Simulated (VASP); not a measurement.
# Bi (Immm) in VASP: further runs

The runs below take Bi through single point, relaxation of cell and atoms, with PBE.

All numbers are computed with VASP 6.6.1; they aren't measurements. Logs are shortened: lines on timing, memory, paths and dates and some standing lists are left out, and cuts for length are marked.

### Step 1. The cell of the first run

It takes space group Immm (No. 71, orthorhombic). The conventional cell has a = 3.300 Å, b = 4.400 Å, c = 4.576 Å, α = 90.00°, β = 90.00°, γ = 90.00°. Within 4.6 Å of Bi (site symmetry mmm) lie 14 Bi at 3.30 to 4.58 Å.

The cell was built from a structure type or drawn by symmetry, and may not be a known phase.

### Step 2. Single point, PBE

Input file INCAR:

```
SYSTEM = Bi
ALGO = Normal
EDIFF = 1E-6
ENCUT = 500
GGA = PE
GGA_COMPAT = .False.
ISIF = 2
ISMEAR = 0
LASPH = .True.
LCHARG = .False.
LREAL = .False.
LWAVE = .False.
NBANDS = 14
NELM = 120
PREC = Accurate
SIGMA = 0.1
```

Input file KPOINTS:

```
k-points
0
Gamma
  6 6 6
  0 0 0
```

Input file POSCAR:

```
Bi
1.0
   -1.6502328000      2.1997605600      2.2878129800
    1.6502328000     -2.1997605600      2.2878129800
    1.6502328000      2.1997605600     -2.2878129800
Bi
1
Direct
    0.5000000000      0.0000000000      0.5000000000
```

Potentials or basis: VASP PAW PBE potentials, release 64 (Bi_d).

Run with:

```bash
$ cat potpaw_PBE.64/Bi_d/POTCAR > POTCAR
$ mpirun -np 1 vasp_std > vasp.out
```

OUTCAR:

```text
SYSTEM = Bi
   EDIFF = 1E-6
   ENCUT = 500
   GGA = PE
   ISIF = 2
   ISMEAR = 0
   LASPH = .True.
   LREAL = .False.
   NELM = 120
   PREC = Accurate

 ion  position               nearest neighbor table
   1  0.500  0.000  0.500-

  LATTYP: Found a body centered orthorhombic cell.
 ALAT       =     3.3004656000
 B/A-ratio  =     1.3330001440
 C/A-ratio  =     1.3863577187

  Lattice vectors:

 A1 = (  -1.6502328000,   2.1997605600,   2.2878129800)
 A2 = (   1.6502328000,  -2.1997605600,   2.2878129800)
 A3 = (   1.6502328000,   2.1997605600,  -2.2878129800)

Analysis of symmetry for initial positions (statically):
=====================================================================
 Subroutine PRICEL returns:
 Original cell was already a primitive cell.

 Routine SETGRP: Setting up the symmetry group for a
 body centered orthorhombic supercell.

 Subroutine GETGRP returns: Found  8 space group operations
 (whereof  8 operations were pure point group operations)
 out of a pool of  8 trial point group operations.

The static configuration has the point symmetry D_2h.

Analysis of symmetry for dynamics (positions and initial velocities):
=====================================================================
 Subroutine PRICEL returns:
 Original cell was already a primitive cell.

 Routine SETGRP: Setting up the symmetry group for a
 body centered orthorhombic supercell.

 Subroutine GETGRP returns: Found  8 space group operations
 (whereof  8 operations were pure point group operations)
 out of a pool of  8 trial point group operations.

The dynamic configuration has the point symmetry D_2h.

 Subroutine INISYM returns: Found  8 space group operations
 (whereof  8 operations are pure point group operations),
 and found     1 'primitive' translations

----------------------------------------------------------------------------------------

                                     Primitive cell

  volume of cell :      33.2201

  direct lattice vectors                    reciprocal lattice vectors
    -1.650232800  2.199760560  2.287812980     0.000000000  0.227297466  0.218549333
     1.650232800 -2.199760560  2.287812980     0.302987554  0.000000000  0.218549333
     1.650232800  2.199760560 -2.287812980     0.302987554  0.227297466  0.000000000

  length of vectors
     3.577192062  3.577192062  3.577192062     0.315321976  0.373584353  0.378768525

  position of ions in fractional coordinates (direct lattice)
     0.500000000  0.000000000  0.500000000

  ion indices of the primitive-cell ions
   primitive index   ion index
                 1           1

----------------------------------------------------------------------------------------

 KPOINTS: k-points

Automatic generation of k-mesh.
 Grid dimensions read from file:
 generate k-points for:    6    6    6

 Generating k-lattice:

  Cartesian coordinates                     Fractional coordinates (reciprocal lattice)
     0.000000000  0.037882911  0.036424889     0.166666667 -0.000000000  0.000000000
     0.050497926  0.000000000  0.036424889    -0.000000000  0.166666667  0.000000000
     0.050497926  0.037882911  0.000000000     0.000000000  0.000000000  0.166666667

  Length of vectors
     0.052553663  0.062264059  0.063128088

  Shift w.r.t. Gamma in fractional coordinates (k-lattice)
     0.000000000  0.000000000  0.000000000

 Subroutine IBZKPT returns following result:
 ===========================================

 Found     46 irreducible k-points:

 Following reciprocal coordinates:
            Coordinates               Weight
  0.000000  0.000000  0.000000      1.000000
  0.166667  0.000000  0.000000      4.000000
  0.333333 -0.000000  0.000000      4.000000
  0.500000  0.000000  0.000000      2.000000
 -0.000000  0.166667  0.000000      4.000000
  0.166667  0.166667  0.000000      8.000000
[... 16 lines left out ...]
 -0.166667  0.166667  0.166667      2.000000
  0.166667  0.333333  0.166667      4.000000
 [... further k-points ...]
   k-points           NKPTS =     46   k-points in BZ     NKDIM =     46   number of bands    NBANDS=     14
   number of dos      NEDOS =    301   number of ions     NIONS =      1
   total plane-waves  NPLWV =  21952
   dimension x,y,z NGX =    28 NGY =   28 NGZ =   28
   dimension x,y,z NGXF=    56 NGYF=   56 NGZF=   56
   ions per type =               1
   NGX,Y,Z   is equivalent  to a cutoff of  13.01, 13.01, 13.01 a.u.
   NGXF,Y,Z  is equivalent  to a cutoff of  26.03, 26.03, 26.03 a.u.
 SYSTEM =  Bi
   PREC   = accura    normal or accurate (medium, high low for compatibility)
   ISTART =      0    job   : 0-new  1-cont  2-samecut
   ICHARG =      2    charge: 1-file 2-atom 10-const
   ISPIN  =      1    spin polarized calculation?
   LNONCOLLINEAR =      F non collinear calculations
   LSORBIT =      F    spin-orbit coupling
   LASPH  =      T    aspherical Exc in radial PAW
   ENCUT  =  500.0 eV  36.75 Ry    6.06 a.u.   6.52  6.52  6.52*2*pi/ulx,y,z
   NELM   =    120;   NELMIN=  2; NELMDL= -5     # of ELM steps
   EDIFF  = 0.1E-05   stopping-criterion for ELM
   LREAL  =      F    real-space projection
   EDIFFG = 0.1E-04   stopping-criterion for IOM
   NSW    =      0    number of steps for IOM
   IBRION =     -1    ionic relax: 0-MD 1-quasi-New 2-CG
   NFREE  =      0    steps in history (QN), initial steepest desc. (CG)
   ISIF   =      2    stress and relaxation
   ISYM   =      2    0-nonsym 1-usesym 2-fastsym
   POTIM  = 0.5000    time-step for ionic-motion
   TEBEG  =    0.0;   TEEND  =   0.0 temperature during run
   PSTRESS=    0.0 pullay stress
   NELECT =      15.0000    total number of electrons
   NUPDOWN=      -1.0000    fix difference up-down
   EMIN   =  10.00;   EMAX   =-10.00  energy-range for DOS
   EFERMI =   0.00;   METHOD = LEGACY
   ISMEAR =     0;   SIGMA  =   0.10  broadening in eV -4-tet -1-fermi 0-gaus
   EFERMI_NEDOS =   21; number of points for ismear=-14 and -15
   IALGO  =     38    algorithm
   IMIX   =      4    mixing-type and parameters
     AMIX     =   0.40;   BMIX     =  1.00
     AMIX_MAG =   1.60;   BMIX_MAG =  1.00
  volume/ion in A,a.u.               =      33.22       224.18
  Fermi-wavevector in a.u.,A,eV,Ry     =   1.255948  2.373397 21.461891  1.577405
  Thomas-Fermi vector in A             =   2.389680
   LORBIT       =      0    0 simple, 1 ext, 2 COOP (PROOUT), +10 PAW based schemes
   GGA     = PE    functional components
   LHFCALC =     F    Hartree Fock is set to
   AEXX    =    0.0000 exact exchange contribution
   IVDW    =     0    specifies the selected vdW correction
   LEPSILON=     F    determine dielectric tensor
   LRPA    =     F    only Hartree local field effects (RPA)
 non-spin polarized calculation
 Gauss-broadening in eV      SIGMA  =   0.10
  energy-cutoff  :      500.00
  volume of cell :       33.22
 maximum number of plane-waves:       863
 NGX is ok and might be reduce to    28
   NGX = 13   NGY = 13   NGZ = 13

 number of electron      15.0000002 magnetization

 Free energy of the ion-electron system (eV)
  ---------------------------------------------------
  ext. energy  EPLUGINS =         0.00000000
  ---------------------------------------------------
  free energy    TOTEN  =        -3.72649988 eV

  energy without entropy =       -3.72205934  energy(sigma->0) =       -3.72427961

 E-fermi :   7.0617     XC(G=0):  -9.9520

 val. band max:        6.9454718595   @ k =   0.3333   0.5000  -0.0000
 cond. band min:       7.0926072085   @ k =   0.1667   0.5000   0.0000
 fundamental gap:      0.1471353490
 Fermi energy:         7.0617229186

 k-point     1 :       0.0000    0.0000    0.0000
  band No.  band energies     occupation
      1     -15.9363      2.00000
      2     -15.8860      2.00000
      3     -15.8144      2.00000
      4     -15.8076      2.00000
      5     -15.7423      2.00000
      6      -6.0870      2.00000
      7      10.3176      0.00000
      8      10.4535      0.00000
      9      13.7507      0.00000
     10      14.0632      0.00000
     11      15.2649      0.00000
     12      18.1806      0.00000
     13      18.6361      0.00000
     14      19.8997      0.00000

 k-point     2 :       0.1667    0.0000    0.0000
  band No.  band energies     occupation
      1     -15.9421      2.00000
      2     -15.8639      2.00000
      3     -15.8141      2.00000
      4     -15.7880      2.00000
      5     -15.7516      2.00000
      6      -5.7362      2.00000
      7       7.2062      0.04109
      8      10.6931      0.00000
      9      13.0692      0.00000
     10      14.9515      0.00000
     11      17.4097      0.00000
     12      17.8437      0.00000
     13      18.6823      0.00000
     14      19.7196      0.00000

 k-point     3 :       0.3333   -0.0000    0.0000
  band No.  band energies     occupation
      1     -15.9537      2.00000
      2     -15.8206      2.00000
      3     -15.8194      2.00000
      4     -15.7696      2.00000
      5     -15.7425      2.00000
      6      -4.8250      2.00000
      7       3.6809      2.00000
      8      11.3937      0.00000
      9      12.0219      0.00000
     10      15.7203      0.00000
     11      16.9427      0.00000
     12      17.0722      0.00000
     13      18.8412      0.00000
     14      19.9084      0.00000
[... 324 lines left out ...]
 k-point    23 :      -0.1667    0.1667    0.1667
  band No.  band energies     occupation
      1     -15.8540      2.00000
      2     -15.8488      2.00000
      3     -15.8313      2.00000
      4     -15.7620      2.00000
      5     -15.7601      2.00000
      6      -4.6000      2.00000
      7       6.9006      1.97733
      8       9.6204      0.00000
      9       9.8122      0.00000
     10      15.1088      0.00000
     11      15.1439      0.00000
     12      15.3329      0.00000
     13      15.5584      0.00000
     14      16.2752      0.00000

 k-point    24 :       0.1667    0.3333    0.1667
  band No.  band energies     occupation
      1     -15.8741      2.00000
      2     -15.8605      2.00000
      3     -15.7729      2.00000
      4     -15.7643      2.00000
      5     -15.7018      2.00000
      6      -2.4640      2.00000
      7       3.2751      2.00000
      8       6.2454      2.00000
      9       6.7248      2.00000
     10      16.5913      0.00000
     11      16.8489      0.00000
     12      19.1711      0.00000
     13      20.6193      0.00000
     14      20.8618      0.00000

 [... further k-points ...]

------------------------ aborting loop because EDIFF is reached ----------------------------------------

  FORCE on cell =-STRESS in cart. coord.  units (eV):
  Direction    XX          YY          ZZ          XY          YZ          ZX
  --------------------------------------------------------------------------------------
  -------------------------------------------------------------------------------------
  Total        0.4325000     -0.3921703     -0.5482979      0.0000000      0.0000000      0.0000000
  in kB       20.8591011    -18.9140352    -26.4439314      0.0000000      0.0000000      0.0000000
  external PRESSURE =      -8.1662885 kB  Pullay stress =       0.0000000 kB

 VOLUME and BASIS-vectors are now :
 -----------------------------------------------------------------------------
  energy-cutoff  :      500.00
  volume of cell :       33.22
      direct lattice vectors                 reciprocal lattice vectors
    -1.650232800  2.199760560  2.287812980     0.000000000  0.227297466  0.218549333
     1.650232800 -2.199760560  2.287812980     0.302987554  0.000000000  0.218549333
     1.650232800  2.199760560 -2.287812980     0.302987554  0.227297466  0.000000000

 POSITION                                       TOTAL-FORCE (eV/Angst)
 -----------------------------------------------------------------------------------
      0.00000      2.19976      0.00000        -0.000000     -0.000000      0.000000
 -----------------------------------------------------------------------------------
    total drift:                                0.000000      0.000000     -0.000000

  FREE ENERGIE OF THE ION-ELECTRON SYSTEM (eV)
  ---------------------------------------------------
  free  energy   TOTEN  =        -3.7264998780 eV

  energy  without entropy=       -3.7220593436  energy(sigma->0) =       -3.72427961
```

Run time: 33 s. Hardware: 1 thread of Intel Xeon 8259CL, shared host; peak memory 0.16 GiB.

What came out:

* Free energy: -3.7265 eV
* Pressure: -0.8 GPa
* Band gap on the k mesh: zero (an odd number of electrons rules out a gap without spin polarisation)

Stress tensor (GPa, compression positive):
```
 2.09  0.00  0.00
 0.00 -1.89  0.00
 0.00  0.00 -2.64
```

Caveat: the k points lie up to 0.39 Å⁻¹ apart, too coarse for converged energies and pressures of a metal; spin-orbit coupling is left out, which moves the levels of the heavy elements.

[end of part 1 of 2]
